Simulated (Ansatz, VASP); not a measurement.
# Two plane-wave programs on CO2

```xyz
6
Lattice="2.7956 -2.5133 0.0000 2.7956 2.5133 0.0000 0.0000 0.0000 6.7430" Properties=species:S:1:pos:R:3 pbc="T T T"
C     0.0000    0.0000    0.0000
C     2.7956    0.0000    3.3715
O     2.7956   -1.5747    6.0459
O     2.7956    1.5747    0.6971
O     2.7956   -0.9386    2.6744
O     2.7956    0.9386    4.0686
```

Alike in both runs: task relaxation of cell and atoms; functional PBE; dispersion D3(BJ); k mesh 6 × 6 × 4; occupations gaussian, width 0.02 eV; no spin polarisation.

|  | VASP | Ansatz |
| --- | --- | --- |
| version | VASP 6.6.1 | Ansatz 0.2.0 |
| potentials or method | VASP PAW PBE potentials, release 64 (C, O), cutoff 600 eV | scalar-relativistic, plane waves, PAW |
| valence electrons in the cell | 32 | 32 |

```tsv
	VASP	Ansatz	Ansatz less VASP
gap on the k mesh at the Fermi level, each at its own relaxed structure (eV)	6.49	6.53	+0.045
relaxed volume (Å³/atom)	14.86	15.79	+0.935
relaxed cell length with the largest relative difference (Å)	6.584	6.743	+0.1590
```

One of these differences is far larger than is usual between the two programs; its cause wasn't traced.

Noted on VASP's run: the standard files for N, O and F lose accuracy on very short bonds.
